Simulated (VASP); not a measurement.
Here is a VASP 6.6.1 calculation.

INCAR

```
PREC = Accurate
ENCUT = 520
EDIFF = 1E-6
ISMEAR = -1
SIGMA = 0.05
LREAL = False
LASPH = True
NELM = 60
ALGO = Normal
ISIF = 2
LWAVE = False
LCHARG = True
GGA = PE
LELF = True
LVHAR = True
NBANDS = 84
```

Contents of KPOINTS:

```
regular mesh
0
Gamma
  2 2 2
```

Contents of POSCAR:

```
Ti12H
1.0
    5.9000000000      0.0000000000      0.0000000000
   -4.4250000000      7.6643250000      0.0000000000
    0.0000000000      0.0000000000      4.6846000000
Ti H
12 1
Direct
   -0.0167639153      0.0048797513      0.0095632498
    0.1644324146      0.2224070613      0.4993169107
   -0.0032547793      0.3197280909     -0.0058702984
    0.1479540221      0.5432833289      0.5194253512
   -0.0070503852      0.6563395994     -0.0299278487
    0.1721575287      0.8970913942      0.5215600051
    0.5146715690      0.0060931654      0.0179524399
    0.6563932084      0.2163660857      0.5095419033
    0.4901700050      0.3286786508     -0.0110575076
    0.6798577897      0.5707482394      0.4718439141
    0.4583332465      0.6498680575      0.0083038040
    0.6432424863      0.8892498687      0.4723348845
    0.8166902172      0.7680389336      0.7424326517
```

Potentials or basis: VASP PAW PBE potentials, release 64 (Ti_sv, H).

The run is started by

```sh
$ cat potpaw_PBE.64/Ti_sv/POTCAR potpaw_PBE.64/H/POTCAR > POTCAR
$ mpirun -np 1 vasp_std > vasp.out
```

(1) Estimate the pressure.

(2) Predict the largest force.

Results:

(1) 0.0 GPa.

(2) 1.357 eV/Å.

Caveat: the k points lie up to 0.67 Å⁻¹ apart.
